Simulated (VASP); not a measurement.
# CaIn2As2 (P6_3/mmc) in VASP: single point with PBE

Aim: the single point of CaIn2As2 with PBE.

Everything below comes from runs of VASP 6.6.1. Logs are shortened: lines on timing, memory, paths and dates and some standing lists are left out, and cuts for length are marked.

## 1. The cell of the first run

Symmetry: P6_3/mmc, No. 194, hexagonal system. The conventional cell has a = 4.148 Å, b = 4.148 Å, c = 17.726 Å, α = 90.00°, β = 90.00°, γ = 120.00°. Within 3.9 Å of Ca (site symmetry -3m) lie 6 As at 2.99 Å and 6 In at 3.87 Å. In (site symmetry 3m) has 3 As at 2.70 Å and 1 In at 2.79 Å within 3.6 Å. As (site symmetry 3m) has 3 In at 2.70 Å and 3 Ca at 2.99 Å within 3.6 Å.

## 2. Single point, PBE

Input file INCAR:

```
SYSTEM = CaIn2As2
PREC = Accurate
ENCUT = 520
EDIFF = 1E-6
ISMEAR = -1
SIGMA = 0.05
LREAL = .False.
LASPH = .True.
NELM = 80
ALGO = Normal
ISIF = 2
LWAVE = .False.
LCHARG = .False.
GGA = PE
NBANDS = 57
```

Input file KPOINTS:

```
regular mesh
0
Gamma
  9 9 2
  0 0 0
```

Input file POSCAR:

```
CaIn2As2
1.0
    4.1482014809      0.0000000000      0.0000000000
   -2.0741007405      3.5924478625      0.0000000000
    0.0000000000      0.0000000000     17.7260000000
Ca In As
2 4 4
Direct
    0.0000000000      0.0000000000      0.0000000000
    0.0000000000      0.0000000000      0.5000000000
    0.3333333333      0.6666666667      0.1713324841
    0.6666666667      0.3333333333      0.6713324841
    0.3333333333      0.6666666667      0.3286675159
    0.6666666667      0.3333333333      0.8286675159
    0.3333333333      0.6666666667      0.6013379579
    0.6666666667      0.3333333333      0.1013379579
    0.3333333333      0.6666666667      0.8986620421
    0.6666666667      0.3333333333      0.3986620421
```

Potentials or basis: VASP PAW PBE potentials, release 64 (Ca_sv, In_d, As).

The run is started by

```
$ cat potpaw_PBE.64/Ca_sv/POTCAR potpaw_PBE.64/In_d/POTCAR potpaw_PBE.64/As/POTCAR > POTCAR
$ mpirun -np 1 vasp_std > vasp.out
```

OUTCAR:

```text
SYSTEM = CaIn2As2
   PREC = Accurate
   ENCUT = 520
   EDIFF = 1E-6
   ISMEAR = -1
   LREAL = .False.
   LASPH = .True.
   NELM = 80
   ISIF = 2
   GGA = PE

 ion  position               nearest neighbor table
   1  0.000  0.000  0.000-   8 2.99   9 2.99   8 2.99   9 2.99   8 2.99   9 2.99
   2  0.000  0.000  0.500-   7 2.99  10 2.99  10 2.99   7 2.99  10 2.99   7 2.99
   3  0.333  0.667  0.171-   8 2.70   8 2.70   8 2.70   5 2.79
   4  0.667  0.333  0.671-   7 2.70   7 2.70   7 2.70   6 2.79
   5  0.333  0.667  0.329-  10 2.70  10 2.70  10 2.70   3 2.79
   6  0.667  0.333  0.829-   9 2.70   9 2.70   9 2.70   4 2.79
   7  0.333  0.667  0.601-   4 2.70   4 2.70   4 2.70   2 2.99   2 2.99   2 2.99
   8  0.667  0.333  0.101-   3 2.70   3 2.70   3 2.70   1 2.99   1 2.99   1 2.99
   9  0.333  0.667  0.899-   6 2.70   6 2.70   6 2.70   1 2.99   1 2.99   1 2.99
  10  0.667  0.333  0.399-   5 2.70   5 2.70   5 2.70   2 2.99   2 2.99   2 2.99

  LATTYP: Found a hexagonal cell.
 ALAT       =     4.1482014809
 C/A-ratio  =     4.2731772026

  Lattice vectors:

 A1 = (   4.1482014809,   0.0000000000,   0.0000000000)
 A2 = (  -2.0741007405,   3.5924478625,   0.0000000000)
 A3 = (   0.0000000000,   0.0000000000,  17.7260000000)

Analysis of symmetry for initial positions (statically):
=====================================================================
 Subroutine PRICEL returns:
 Original cell was already a primitive cell.

 Routine SETGRP: Setting up the symmetry group for a
 hexagonal supercell.

 Subroutine GETGRP returns: Found 24 space group operations
 (whereof 12 operations were pure point group operations)
 out of a pool of 24 trial point group operations.

The static configuration has the point symmetry D_3d.
 The point group associated with its full space group is D_6h.

Analysis of symmetry for dynamics (positions and initial velocities):
=====================================================================
 Subroutine PRICEL returns:
 Original cell was already a primitive cell.

 Routine SETGRP: Setting up the symmetry group for a
 hexagonal supercell.

 Subroutine GETGRP returns: Found 24 space group operations
 (whereof 12 operations were pure point group operations)
 out of a pool of 24 trial point group operations.

The dynamic configuration has the point symmetry D_3d.
 The point group associated with its full space group is D_6h.

 Subroutine INISYM returns: Found 24 space group operations
 (whereof 12 operations are pure point group operations),
 and found     1 'primitive' translations

----------------------------------------------------------------------------------------

                                     Primitive cell

  volume of cell :     264.1564

  direct lattice vectors                    reciprocal lattice vectors
     4.148201481  0.000000000  0.000000000     0.241068329  0.139180865  0.000000000
    -2.074100741  3.592447862  0.000000000     0.000000000  0.278361729  0.000000000
     0.000000000  0.000000000 17.726000000     0.000000000  0.000000000  0.056414307

  length of vectors
     4.148201481  4.148201481 17.726000000     0.278361729  0.278361729  0.056414307

  position of ions in fractional coordinates (direct lattice)
     0.000000000  0.000000000  0.000000000
     0.000000000  0.000000000  0.500000000
     0.333333333  0.666666667  0.171332484
     0.666666667  0.333333333  0.671332484
     0.333333333  0.666666667  0.328667516
     0.666666667  0.333333333  0.828667516
     0.333333333  0.666666667  0.601337958
     0.666666667  0.333333333  0.101337958
     0.333333333  0.666666667  0.898662042
     0.666666667  0.333333333  0.398662042

  ion indices of the primitive-cell ions
   primitive index   ion index
                 1           1
                 2           2
                 3           3
                 4           4
                 5           5
                 6           6
                 7           7
                 8           8
                 9           9
                10          10

----------------------------------------------------------------------------------------

 KPOINTS: regular mesh

Automatic generation of k-mesh.
 Grid dimensions read from file:
 generate k-points for:    9    9    2

 Generating k-lattice:

  Cartesian coordinates                     Fractional coordinates (reciprocal lattice)
     0.026785370  0.015464541  0.000000000     0.111111111  0.000000000  0.000000000
     0.000000000  0.030929081  0.000000000     0.000000000  0.111111111  0.000000000
     0.000000000  0.000000000  0.028207153     0.000000000  0.000000000  0.500000000

  Length of vectors
     0.030929081  0.030929081  0.028207153

  Shift w.r.t. Gamma in fractional coordinates (k-lattice)
     0.000000000  0.000000000  0.000000000

 Subroutine IBZKPT returns following result:
 ===========================================

 Found     24 irreducible k-points:

 Following reciprocal coordinates:
            Coordinates               Weight
  0.000000  0.000000  0.000000      1.000000
  0.111111 -0.000000  0.000000      6.000000
  0.222222 -0.000000  0.000000      6.000000
  0.333333  0.000000  0.000000      6.000000
  0.444444 -0.000000  0.000000      6.000000
  0.111111  0.111111  0.000000      6.000000
[... 16 lines left out ...]
  0.333333  0.222222  0.500000     12.000000
  0.333333  0.333333  0.500000      2.000000
   k-points           NKPTS =     24   k-points in BZ     NKDIM =     24   number of bands    NBANDS=     57
   number of dos      NEDOS =    301   number of ions     NIONS =     10
   total plane-waves  NPLWV = 143360
   dimension x,y,z NGX =    32 NGY =   32 NGZ =  140
   dimension x,y,z NGXF=    64 NGYF=   64 NGZF=  280
   ions per type =               2   4   4
   NGX,Y,Z   is equivalent  to a cutoff of  12.82, 12.82, 13.13 a.u.
   NGXF,Y,Z  is equivalent  to a cutoff of  25.65, 25.65, 26.26 a.u.
 SYSTEM =  CaIn2As2
   PREC   = accura    normal or accurate (medium, high low for compatibility)
   ISTART =      0    job   : 0-new  1-cont  2-samecut
   ICHARG =      2    charge: 1-file 2-atom 10-const
   ISPIN  =      1    spin polarized calculation?
   LNONCOLLINEAR =      F non collinear calculations
   LSORBIT =      F    spin-orbit coupling
   LASPH  =      T    aspherical Exc in radial PAW
   ENCUT  =  520.0 eV  38.22 Ry    6.18 a.u.   7.71  7.71 32.96*2*pi/ulx,y,z
   NELM   =     80;   NELMIN=  2; NELMDL= -5     # of ELM steps
   EDIFF  = 0.1E-05   stopping-criterion for ELM
   LREAL  =      F    real-space projection
   EDIFFG = 0.1E-04   stopping-criterion for IOM
   NSW    =      0    number of steps for IOM
   IBRION =     -1    ionic relax: 0-MD 1-quasi-New 2-CG
   NFREE  =      0    steps in history (QN), initial steepest desc. (CG)
   ISIF   =      2    stress and relaxation
   ISYM   =      2    0-nonsym 1-usesym 2-fastsym
   POTIM  = 0.5000    time-step for ionic-motion
   TEBEG  =    0.0;   TEEND  =   0.0 temperature during run
   PSTRESS=    0.0 pullay stress
   NELECT =      92.0000    total number of electrons
   NUPDOWN=      -1.0000    fix difference up-down
   EMIN   =  10.00;   EMAX   =-10.00  energy-range for DOS
   EFERMI =   0.00;   METHOD = LEGACY
   ISMEAR =    -1;   SIGMA  =   0.05  broadening in eV -4-tet -1-fermi 0-gaus
   EFERMI_NEDOS =   21; number of points for ismear=-14 and -15
   IALGO  =     38    algorithm
   IMIX   =      4    mixing-type and parameters
     AMIX     =   0.40;   BMIX     =  1.00
     AMIX_MAG =   1.60;   BMIX_MAG =  1.00
  volume/ion in A,a.u.               =      26.42       178.26
  Fermi-wavevector in a.u.,A,eV,Ry     =   1.151818  2.176620 18.050632  1.326684
  Thomas-Fermi vector in A             =   2.288473
   LORBIT       =      0    0 simple, 1 ext, 2 COOP (PROOUT), +10 PAW based schemes
   GGA     = PE    functional components
   LHFCALC =     F    Hartree Fock is set to
   AEXX    =    0.0000 exact exchange contribution
   IVDW    =     0    specifies the selected vdW correction
   LEPSILON=     F    determine dielectric tensor
   LRPA    =     F    only Hartree local field effects (RPA)
 non-spin polarized calculation
  energy-cutoff  :      520.00
  volume of cell :      264.16
 maximum number of plane-waves:      7146
 NGX is ok and might be reduce to    32
   NGX = 15   NGY = 15   NGZ = 65

 number of electron      91.9999991 magnetization

 Free energy of the ion-electron system (eV)
  ---------------------------------------------------
  ext. energy  EPLUGINS =         0.00000000
  ---------------------------------------------------
  free energy    TOTEN  =       -38.68308891 eV

  energy without entropy =      -38.68179575  energy(sigma->0) =      -38.68244233

 E-fermi :   5.4152     XC(G=0):  -9.3678

 val. band max:        5.3980515035   @ k =   0.0000   0.0000   0.0000
 cond. band min:       5.4248411568   @ k =   0.0000   0.0000   0.0000
 fundamental gap:      0.0267896533
 Fermi energy:         5.4152251811

 k-point     1 :       0.0000    0.0000    0.0000
  band No.  band energies     occupation
      1     -36.1021      2.00000
      2     -36.1021      2.00000
      3     -17.1913      2.00000
      4     -17.1913      2.00000
      5     -17.0943      2.00000
      6     -17.0943      2.00000
[... 49 lines left out ...]
     56       8.4031      0.00000
     57       8.4790      0.00000

 k-point     2 :       0.1111   -0.0000    0.0000
  band No.  band energies     occupation
      1     -36.1015      2.00000
      2     -36.1015      2.00000
      3     -17.1889      2.00000
      4     -17.1889      2.00000
      5     -17.1038      2.00000
      6     -17.1038      2.00000
[... 49 lines left out ...]
     56       8.1053      0.00000
     57       8.1919      0.00000

 k-point     3 :       0.2222   -0.0000    0.0000
  band No.  band energies     occupation
      1     -36.1001      2.00000
      2     -36.1001      2.00000
      3     -17.1829      2.00000
      4     -17.1829      2.00000
      5     -17.1275      2.00000
      6     -17.1275      2.00000
[... 1194 lines left out ...]
      1     -36.0969      2.00000
      2     -36.0969      2.00000
      3     -17.1697      2.00000
      4     -17.1697      2.00000
      5     -17.1610      2.00000
      6     -17.1610      2.00000
[... 49 lines left out ...]
     56       8.6438      0.00000
     57       8.8960      0.00000

 k-point    24 :       0.3333    0.3333    0.5000
  band No.  band energies     occupation
      1     -36.0966      2.00000
      2     -36.0966      2.00000
      3     -17.1683      2.00000
      4     -17.1683      2.00000
      5     -17.1490      2.00000
      6     -17.1490      2.00000
[... 49 lines left out ...]
     56       8.5392      0.00000
     57       9.0918      0.00000

------------------------ aborting loop because EDIFF is reached ----------------------------------------

  FORCE on cell =-STRESS in cart. coord.  units (eV):
  Direction    XX          YY          ZZ          XY          YZ          ZX
  --------------------------------------------------------------------------------------
  -------------------------------------------------------------------------------------
  Total        4.1488727      4.1488727      3.3349060     -0.0000000      0.0000000     -0.0000000
  in kB       25.1639975     25.1639975     20.2270769     -0.0000000      0.0000000     -0.0000000
  external PRESSURE =      23.5183573 kB  Pullay stress =       0.0000000 kB

 VOLUME and BASIS-vectors are now :
 -----------------------------------------------------------------------------
  energy-cutoff  :      520.00
  volume of cell :      264.16
      direct lattice vectors                 reciprocal lattice vectors
     4.148201481  0.000000000  0.000000000     0.241068329  0.139180865  0.000000000
    -2.074100741  3.592447862  0.000000000     0.000000000  0.278361729  0.000000000
     0.000000000  0.000000000 17.726000000     0.000000000  0.000000000  0.056414307

 POSITION                                       TOTAL-FORCE (eV/Angst)
 -----------------------------------------------------------------------------------
      0.00000      0.00000      0.00000         0.000000      0.000000      0.000000
      0.00000      0.00000      8.86300         0.000000      0.000000      0.000000
     -0.00000      2.39497      3.03704        -0.000000      0.000000      0.014419
      2.07410      1.19748     11.90004        -0.000000     -0.000000      0.014419
     -0.00000      2.39497      5.82596         0.000000      0.000000     -0.014419
      2.07410      1.19748     14.68896         0.000000     -0.000000     -0.014419
     -0.00000      2.39497     10.65932         0.000000      0.000000      0.004715
      2.07410      1.19748      1.79632        -0.000000      0.000000      0.004715
     -0.00000      2.39497     15.92968         0.000000      0.000000     -0.004715
      2.07410      1.19748      7.06668        -0.000000      0.000000     -0.004715
 -----------------------------------------------------------------------------------
    total drift:                               -0.000000      0.000000      0.000000

  FREE ENERGIE OF THE ION-ELECTRON SYSTEM (eV)
  ---------------------------------------------------
  free  energy   TOTEN  =       -38.6830889127 eV

  energy  without entropy=      -38.6817957495  energy(sigma->0) =      -38.68244233
```

It took 4.5 min on 1 thread of Intel Xeon 6975P-C (Granite Rapids), shared host; peak memory 0.55 GiB.

Results:

| Quantity | Value |
| --- | --- |
| Free energy | -38.6831 eV |
| Pressure | 2.4 GPa |
| Largest force | 0.014 eV/Å |
| Band gap on the k mesh | 0.03 eV |

Forces in eV/Å, atoms in the order of the input:
```
Ca   0.000  0.000  0.000
Ca   0.000  0.000  0.000
In   0.000  0.000  0.014
In   0.000  0.000  0.014
In   0.000  0.000 -0.014
In   0.000  0.000 -0.014
As   0.000  0.000  0.005
As   0.000  0.000  0.005
As   0.000  0.000 -0.005
As   0.000  0.000 -0.005
```

Levels at points of the mesh, in eV from the valence-band top:
| k point | band 42 | band 43 | band 44 | band 45 | band 46 | band 47 | band 48 | band 49 | band 50 | band 51 |
| --- | --- | --- | --- | --- | --- | --- | --- | --- | --- | --- |
| (0.00, 0.00, 0.00) | -0.93 | -0.93 | -0.81 | -0.81 | 0.00 | 0.03 | 1.16 | 1.23 | 1.25 | 2.12 |
| (0.00, 0.00, 0.50) | -1.20 | -0.86 | -0.86 | -0.86 | -0.86 | 0.90 | 0.90 | 1.24 | 1.24 | 2.24 |

Caveat: semilocal functionals underestimate gaps, and a narrow one can read as zero; spin-orbit coupling is left out, which moves the levels of the heavy elements. A k mesh can miss the band edges.
